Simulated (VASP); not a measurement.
Input of a VASP 6.6.1 run:

File INCAR:

```
SYSTEM = CaF2
PREC = Accurate
ENCUT = 600
EDIFF = 1E-6
ISMEAR = 0
SIGMA = 0.01
LREAL = .FALSE.
LASPH = .TRUE.
NELM = 120
ALGO = Normal
ISIF = 2
LWAVE = .FALSE.
LCHARG = .FALSE.
GGA = PE
NBANDS = 19
GGA_COMPAT = .FALSE.
```

KPOINTS

```
regular mesh
0
G
  6 6 6
  0 0 0
```

The input POSCAR:

```
CaF2
1.0
    0.0000000000      2.8089515963      2.8089515963
    2.8089515963      0.0000000000      2.8089515963
    2.8089515963      2.8089515963      0.0000000000
Ca F
1 2
Direct
    0.0000000000      0.0000000000      0.0000000000
    0.2500000000      0.2500000000      0.2500000000
    0.7500000000      0.7500000000      0.7500000000
```

Potentials or basis: VASP PAW PBE potentials, release 64 (Ca_sv, F).

Run with:

```console
$ cat potpaw_PBE.64/Ca_sv/POTCAR potpaw_PBE.64/F/POTCAR > POTCAR
$ mpirun -np 1 vasp_std > vasp.out
```

Problem. Estimate the band gap on the k mesh.

Solution. 6.80 eV (least direct gap 7.04 eV).

Problem. Estimate the pressure.

Solution. -3.9 GPa.

Caveat: the cell stands under tension. A k mesh can miss the band edges.
